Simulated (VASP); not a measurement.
# NbP (I4_1md) in VASP: notebook

The runs below take NbP through single point, with PBEsol.

Program: VASP 6.6.1. These are calculated values, not measurements. Logs are shortened: lines on timing, memory, paths and dates and some standing lists are left out, and cuts for length are marked.

## 1. The cell of the first run

It takes space group I4_1md (No. 109, tetragonal). Conventional cell: a = 3.219 Å, b = 3.219 Å, c = 10.676 Å, α = 90.00°, β = 90.00°, γ = 90.00°. Within 3.3 Å of Nb (site symmetry 2mm) lie 6 P at 2.42 to 2.43 Å and 8 Nb at 3.12 to 3.22 Å. Within 3.3 Å of P (site symmetry 2mm) lie 6 Nb at 2.42 to 2.43 Å and 8 P at 3.12 to 3.22 Å.

## 2. Single point, PBEsol

The input, INCAR:

```
  PREC = Accurate
  ENCUT = 520
  EDIFF = 1E-7
  ISMEAR = -1
  SIGMA = 0.05
  LREAL = F
  LASPH = T
  NELM = 80
  ALGO = Normal
  ISIF = 2
  LWAVE = F
  LCHARG = T
  GGA = PS
  LELF = T
  LVHAR = T
  NBANDS = 26
```

The input, KPOINTS:

```
Automatic mesh
0
Gamma
  11 11 11
```

The input, POSCAR:

```
NbP
1.0
   -1.6096884511      1.6096884511      5.3382036634
    1.6096884511     -1.6096884511      5.3382036634
    1.6096884511      1.6096884511     -5.3382036634
Nb P
2 2
Direct
    0.2512371350      0.7512371350      0.5000000000
    0.5012371350      0.5012371350      0.0000000000
    0.8313914350      0.3313914350      0.5000000000
    0.0813914350      0.0813914350      0.0000000000
```

Potentials or basis: VASP PAW PBE potentials, release 64 (Nb_sv, P).

The run is started by

```bash
$ cat potpaw_PBE.64/Nb_sv/POTCAR potpaw_PBE.64/P/POTCAR > POTCAR
$ mpirun -np 1 vasp_std > vasp.out
```

OUTCAR:

```text
PREC = Accurate
   ENCUT = 520
   EDIFF = 1E-7
   ISMEAR = -1
   LREAL = F
   LASPH = T
   NELM = 80
   ISIF = 2
   GGA = PS

 ion  position               nearest neighbor table
   1  0.251  0.751  0.500-   4 2.42   4 2.42   3 2.43   3 2.43   3 2.43   3 2.43
   2  0.501  0.501  0.000-   3 2.42   3 2.42   4 2.43   4 2.43   4 2.43   4 2.43
   3  0.831  0.331  0.500-   2 2.42   2 2.42   1 2.43   1 2.43   1 2.43   1 2.43
   4  0.081  0.081  0.000-   1 2.42   1 2.42   2 2.43   2 2.43   2 2.43   2 2.43

  LATTYP: Found a body centered tetragonal cell.
 ALAT       =     3.2193769022
 C/A-ratio  =     3.3162961813

  Lattice vectors:

 A1 = (  -1.6096884511,   1.6096884511,   5.3382036634)
 A2 = (   1.6096884511,  -1.6096884511,   5.3382036634)
 A3 = (   1.6096884511,   1.6096884511,  -5.3382036634)

Analysis of symmetry for initial positions (statically):
=====================================================================
 Subroutine PRICEL returns:
 Original cell was already a primitive cell.

 Routine SETGRP: Setting up the symmetry group for a
 body centered tetragonal supercell.

 Subroutine GETGRP returns: Found  8 space group operations
 (whereof  4 operations were pure point group operations)
 out of a pool of 16 trial point group operations.

The static configuration has the point symmetry C_2v.
 The point group associated with its full space group is C_4v.

Analysis of symmetry for dynamics (positions and initial velocities):
=====================================================================
 Subroutine PRICEL returns:
 Original cell was already a primitive cell.

 Routine SETGRP: Setting up the symmetry group for a
 body centered tetragonal supercell.

 Subroutine GETGRP returns: Found  8 space group operations
 (whereof  4 operations were pure point group operations)
 out of a pool of 16 trial point group operations.

The dynamic configuration has the point symmetry C_2v.
 The point group associated with its full space group is C_4v.

 Subroutine INISYM returns: Found  8 space group operations
 (whereof  4 operations are pure point group operations),
 and found     1 'primitive' translations

----------------------------------------------------------------------------------------

                                     Primitive cell

[... 91 lines left out ...]
   LASPH  =      T    aspherical Exc in radial PAW
   ENCUT  =  520.0 eV  38.22 Ry    6.18 a.u.  10.79 10.79 10.79*2*pi/ulx,y,z
   NELM   =     80;   NELMIN=  2; NELMDL= -5     # of ELM steps
   EDIFF  = 0.1E-06   stopping-criterion for ELM
   LREAL  =      F    real-space projection
   EDIFFG = 0.1E-05   stopping-criterion for IOM
   NSW    =      0    number of steps for IOM
   IBRION =     -1    ionic relax: 0-MD 1-quasi-New 2-CG
   NFREE  =      0    steps in history (QN), initial steepest desc. (CG)
   ISIF   =      2    stress and relaxation
   ISYM   =      2    0-nonsym 1-usesym 2-fastsym
   POTIM  = 0.5000    time-step for ionic-motion
   TEBEG  =    0.0;   TEEND  =   0.0 temperature during run
   PSTRESS=    0.0 pullay stress
   NELECT =      36.0000    total number of electrons
   NUPDOWN=      -1.0000    fix difference up-down
   EMIN   =  10.00;   EMAX   =-10.00  energy-range for DOS
   EFERMI =   0.00;   METHOD = LEGACY
   ISMEAR =    -1;   SIGMA  =   0.05  broadening in eV -4-tet -1-fermi 0-gaus
   EFERMI_NEDOS =   21; number of points for ismear=-14 and -15
   IALGO  =     38    algorithm
   IMIX   =      4    mixing-type and parameters
     AMIX     =   0.40;   BMIX     =  1.00
     AMIX_MAG =   1.60;   BMIX_MAG =  1.00
  volume/ion in A,a.u.               =      13.83        93.34
  Fermi-wavevector in a.u.,A,eV,Ry     =   1.418609  2.680782 27.381068  2.012452
  Thomas-Fermi vector in A             =   2.539717
   LORBIT       =      0    0 simple, 1 ext, 2 COOP (PROOUT), +10 PAW based schemes
   GGA     = PS    functional components
   LHFCALC =     F    Hartree Fock is set to
   AEXX    =    0.0000 exact exchange contribution
   IVDW    =     0    specifies the selected vdW correction
   LEPSILON=     F    determine dielectric tensor
   LRPA    =     F    only Hartree local field effects (RPA)
 non-spin polarized calculation
  energy-cutoff  :      520.00
  volume of cell :       55.33
 maximum number of plane-waves:      1513
 NGX is ok and might be reduce to    48
   NGX = 21   NGY = 21   NGZ = 21

 number of electron      36.0000001 magnetization

 Free energy of the ion-electron system (eV)
  ---------------------------------------------------
  ext. energy  EPLUGINS =         0.00000000
  ---------------------------------------------------
  free energy    TOTEN  =       -37.25885758 eV

  energy without entropy =      -37.25400072  energy(sigma->0) =      -37.25642915

 E-fermi :  12.5989     XC(G=0): -12.8561

 val. band max:       12.5884367721   @ k =  -0.0909   0.3636   0.0909
 cond. band min:      12.6134043577   @ k =   0.3636   0.0000   0.0000
 fundamental gap:      0.0249675857
 Fermi energy:        12.5989355068

 k-point     1 :       0.0000    0.0000    0.0000
  band No.  band energies     occupation
      1     -41.8084      2.00000
      2     -41.7198      2.00000
      3     -18.3752      2.00000
      4     -17.9642      2.00000
      5     -17.9642      2.00000
      6     -17.7670      2.00000
[... 685 lines left out ...]
     25      17.6739      0.00000
     26      19.1279      0.00000

 [... further k-points ...]

------------------------ aborting loop because EDIFF is reached ----------------------------------------

  FORCE on cell =-STRESS in cart. coord.  units (eV):
  Direction    XX          YY          ZZ          XY          YZ          ZX
  --------------------------------------------------------------------------------------
  -------------------------------------------------------------------------------------
  Total       10.2446283     10.2446283     10.2498890      0.0000000      0.0000000      0.0000000
  in kB      296.6661551    296.6661551    296.8184942      0.0000000      0.0000000      0.0000000
  external PRESSURE =     296.7169348 kB  Pullay stress =       0.0000000 kB

 VOLUME and BASIS-vectors are now :
 -----------------------------------------------------------------------------
  energy-cutoff  :      520.00
  volume of cell :       55.33
      direct lattice vectors                 reciprocal lattice vectors
    -1.609688451  1.609688451  5.338203663     0.000000000  0.310619114  0.093664467
     1.609688451 -1.609688451  5.338203663     0.310619114  0.000000000  0.093664467
     1.609688451  1.609688451 -5.338203663     0.310619114  0.310619114  0.000000000

 POSITION                                       TOTAL-FORCE (eV/Angst)
 -----------------------------------------------------------------------------------
      1.60969      0.00000      2.68231         0.000000      0.000000     -0.001523
      0.00000      0.00000      5.35141         0.000000      0.000000     -0.001523
      0.00000      1.60969      3.53807        -0.000000      0.000000      0.001523
      0.00000      0.00000      0.86897         0.000000     -0.000000      0.001523
 -----------------------------------------------------------------------------------
    total drift:                                0.000000      0.000000     -0.000059

  FREE ENERGIE OF THE ION-ELECTRON SYSTEM (eV)
  ---------------------------------------------------
  free  energy   TOTEN  =       -37.2588575785 eV

  energy  without entropy=      -37.2540007166  energy(sigma->0) =      -37.25642915
```

OSZICAR:

```text
N       E                     dE             d eps       ncg     rms          rms(c)
DAV:   1     0.363035975086E+03    0.36304E+03   -0.19201E+04  6552   0.141E+03
DAV:   2    -0.879734351845E+01   -0.37183E+03   -0.36087E+03  7728   0.522E+02
DAV:   3    -0.377648456988E+02   -0.28968E+02   -0.28462E+02 12472   0.110E+02
DAV:   4    -0.390925197777E+02   -0.13277E+01   -0.13214E+01  9312   0.197E+01
DAV:   5    -0.391606920070E+02   -0.68172E-01   -0.68114E-01 11780   0.488E+00    0.163E+01
DAV:   6    -0.372653910764E+02    0.18953E+01   -0.60859E+00 10080   0.184E+01    0.633E+00
DAV:   7    -0.372611410704E+02    0.42500E-02   -0.58363E-01 11000   0.399E+00    0.342E+00
DAV:   8    -0.372584073844E+02    0.27337E-02   -0.63060E-02  9588   0.172E+00    0.419E-01
DAV:   9    -0.372586637340E+02   -0.25635E-03   -0.75003E-03 11550   0.552E-01    0.314E-01
DAV:  10    -0.372588827216E+02   -0.21899E-03   -0.17627E-03  7716   0.405E-01    0.491E-02
DAV:  11    -0.372588608002E+02    0.21921E-04   -0.10193E-04 10152   0.850E-02    0.210E-02
DAV:  12    -0.372588583239E+02    0.24763E-05   -0.74993E-06 10168   0.282E-02    0.670E-03
DAV:  13    -0.372588576742E+02    0.64972E-06   -0.48989E-07  9252   0.551E-03    0.316E-03
DAV:  14    -0.372588575574E+02    0.11678E-06   -0.75738E-08  5246   0.276E-03    0.979E-04
DAV:  15    -0.372588575785E+02   -0.21094E-07   -0.31281E-08  4436   0.218E-03
   1 F= -.37258858E+02 E0= -.37256429E+02  d E =-.485686E-02
```

Run time: 4.3 min. Hardware: 1 thread of Intel Xeon 6975P-C (Granite Rapids), shared host; peak memory 0.4 GiB.

Results:

```yaml
Free_energy: -37.2589 eV
Pressure: 29.7 GPa
Band_gap_on_the_k_mesh: zero (filled and empty bands overlap)
```

Caveat: the cell stands under pressure; the PAW data sets were made with another functional, which shifts forces and pressure a little.

[end of part 1 of 2]
